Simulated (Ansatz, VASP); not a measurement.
# ZnS: VASP beside Ansatz

POSCAR

```
ZnS
1.0
    3.8069588183      0.0000000000      0.0000000000
   -1.9034794091      3.2969230478      0.0000000000
    0.0000000000      0.0000000000      6.2466339621
Zn S
2 2
Direct
    0.3333333333      0.6666666667     -0.0279296308
    0.6666666667      0.3333333333      0.4720703692
    0.3333333333      0.6666666667      0.4029296308
    0.6666666667      0.3333333333      0.9029296308
```

INCAR.step1

```
SYSTEM = ZnS
PREC = Accurate ; ENCUT = 520
ISMEAR = 0 ; SIGMA = 0.01
LREAL = .False. ; LASPH = .True.
NELM = 60 ; NBANDS = 26
GGA = PE ; ALGO = Normal
EDIFF = 1E-4 ; LWAVE = .True.
LCHARG = .False.
```

File INCAR.step2:

```
SYSTEM = ZnS
PREC = Accurate ; ENCUT = 520
EDIFF = 1E-6 ; ISMEAR = 0
SIGMA = 0.01 ; LREAL = .False.
LASPH = .True. ; NELM = 60
ALGO = Normal ; ISIF = 2
LWAVE = .False. ; LCHARG = .False.
METAGGA = R2SCAN ; LMIXTAU = .True.
NBANDS = 26 ; ISTART = 1
```

Contents of KPOINTS:

```
regular mesh
0
Gamma
  9 9 4
  0 0 0
```

Input for Ansatz:

```yaml
crystal:
  lattice:
    - [3.8069588183, 0.0, 0.0]
    - [-1.9034794091, 3.2969230478, 0.0]
    - [0.0, 0.0, 6.2466339621]
  atoms:
    - { symbol: Zn, position: [0.3333333333, 0.6666666667, -0.0279296308] }
    - { symbol: Zn, position: [0.6666666667, 0.3333333333, 0.4720703692] }
    - { symbol: S, position: [0.3333333333, 0.6666666667, 0.4029296308] }
    - { symbol: S, position: [0.6666666667, 0.3333333333, 0.9029296308] }
basis:
  ecutwfc: 500
  xc_grid: 2
kpoints:
  mp_grid: { grid: [9, 9, 4] }
hamiltonian:
  xc: r2scan
  pseudopotentials: { kind: paw, azcp: { folder: soft_1 } }
scf:
  occupations: { method: fixed }
output:
  forces: true
  stress: true
  eigenvalues: true
  polarization: {}
```

Change from the starting cell: polar distortion scaled by 0.55.

Alike in both runs: task single point; functional r2SCAN; k mesh 9 × 9 × 4; no spin polarisation.

|  | VASP | Ansatz |
| --- | --- | --- |
| version | VASP 6.6.1 | Ansatz 0.2.0 |
| potentials or method | VASP PAW PBE potentials, release 64 (Zn, S), cutoff 520 eV | scalar-relativistic, plane waves, PAW |
| occupations | gaussian, width 0.01 eV | fixed |
| valence electrons in the cell | 36 | 36 |

```tsv
	VASP	Ansatz	Ansatz less VASP
gap on the k mesh at the Fermi level (eV)	2.98	2.97	-0.010
least direct gap on the mesh (eV)	2.98	2.97	-0.010
pressure (GPa)	2.9	2.8	-0.11
traceless stress, the component that is largest in VASP (GPa)	-4.68	-4.62	+0.060
rms of the force components (eV/Å)	0.460	0.462	+0.0014
```

VASP's potentials were made for PBE, not for r2SCAN. Atom by atom the forces differ by 0.001 eV/Å (rms over components).
